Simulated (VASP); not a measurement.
Wanted: the native input for a VASP 6.6.1 run.

* Task: single point
* Functional: PBEsol
* Potentials or basis: VASP PAW PBE potentials, release 64 (In_d, Sb)
* Cutoff: 500 eV
* k mesh: 14 × 14 × 8
* Occupations: gaussian, width 0.15 eV
* Spin: no spin polarisation
* Dipole correction: no
* Further INCAR settings: ALGO = Normal; EDIFF = 1e-06; NBANDS = 16

The structure of InSb lies in POSCAR:

```
InSb
1.0
    3.0969124692      0.0000000000      0.0000000000
    0.0000000000      3.0361886953      0.0000000000
    0.0000000000      0.0000000000      5.8525016686
In Sb
1 1
Direct
    0.0000000000      0.0000000000      0.0000000000
    0.0000000000      0.0000000000      0.5000000000
```

This cell differs from its parent crystal: normal strain along x +0.0200, normal strain along z -0.0400.

These files were run (other wordings do the same):

INCAR

```
PREC = Accurate
ENCUT = 500
EDIFF = 1E-6
ISMEAR = 0
SIGMA = 0.15
LREAL = False
LASPH = True
NELM = 120
ALGO = Normal
ISIF = 2
LWAVE = False
LCHARG = False
GGA = PS
NBANDS = 16
GGA_COMPAT = False
```

KPOINTS

```
Automatic mesh
0
Gamma
  14 14 8
```

Potentials or basis: VASP PAW PBE potentials, release 64 (In_d, Sb).

Run with:

```bash
$ cat potpaw_PBE.64/In_d/POTCAR potpaw_PBE.64/Sb/POTCAR > POTCAR
$ mpirun -np 1 vasp_std > vasp.out
```

It gave:

| Quantity | Value |
| --- | --- |
| Pressure | 1.3 GPa |
| Band gap on the k mesh | zero (bands 9 and 10 overlap by 5.51 eV) |

Caveat: the cell differs from its parent crystal (normal strain along x +0.0200, normal strain along z -0.0400); the PAW data sets were made with another functional, which shifts forces and pressure a little; spin-orbit coupling is left out, which moves the levels of the heavy elements.

Wall time 100 s on 1 thread of Intel(R) Xeon(R) Platinum 8488C (Sapphire Rapids), on a shared host, peak memory 0.39 GiB.
